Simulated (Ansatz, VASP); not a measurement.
**Two plane-wave programs on CoSn**

```
CELL_PARAMETERS angstrom
3.62552 0.00000 0.00000
0.00000 3.62552 0.00000
0.00000 0.00000 3.62552
ATOMIC_POSITIONS crystal
Co 0.00000 0.00000 0.00000
Sn 0.50000 0.50000 0.50000
```

Alike in both runs: task single point; functional PBE; k mesh 6 × 6 × 6; occupations gaussian, width 0.1 eV; collinear spin.

|  | VASP | Ansatz |
| --- | --- | --- |
| version | VASP 6.6.1 | Ansatz 0.2.0 |
| potentials or method | VASP PAW PBE potentials, release 64 (Co, Sn_d), cutoff 520 eV | scalar-relativistic, plane waves, PAW |
| valence electrons in the cell | 23 | 31 |

VASP gave:

- gap on the k mesh at the Fermi level (eV): none
- pressure (GPa): -16.0
- net moment per atom (μB): 0.69
- size of the moment on the site where the two differ most (μB): 1.54

Problem. Estimate Ansatz's values.

Solution. gap on the k mesh at the Fermi level (eV): none; pressure (GPa): -16.0; net moment per atom (μB): 0.70; size of the moment on the site where the two differ most (μB): 1.57.

Site moments also hang on the region over which each program counts them. A gap of «none» marks a metal or a gap that the smearing closes. VASP's potentials hold 23 valence electrons a cell and Ansatz's 31, so a difference there can come from the potentials and not from the codes.
